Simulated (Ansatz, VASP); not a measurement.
**One calculation of LiF, two programs**

```
Li F
1.0
     0.00000    2.00231    2.00231
     2.00231    0.00000    2.00231
     2.00231    2.00231    0.00000
Li F
1 1
Direct
  0.00000 0.00000 0.00000
  0.50000 0.50000 0.50000
```

Alike in both runs: functional PBE; dispersion D3(BJ); k mesh 8 × 8 × 8; occupations gaussian, width 0.1 eV; no spin polarisation.

Ansatz relaxed the structure, and its values are those at the end. VASP's run is a single point on that final structure, the one shown.

|  | VASP | Ansatz |
| --- | --- | --- |
| version | VASP 6.6.1 | Ansatz 0.2.0 |
| potentials or method | VASP PAW PBE potentials, release 64 (Li_sv, F), cutoff 750 eV | scalar-relativistic, plane waves, PAW |
| valence electrons in the cell | 10 | 10 |

```csv
,VASP,Ansatz,Ansatz less VASP
gap on the k mesh at the Fermi level (eV),9.24,9.25,+0.011
least direct gap on the mesh (eV),9.24,9.25,+0.011
pressure (GPa),-1.0,-0.2,+0.75
```
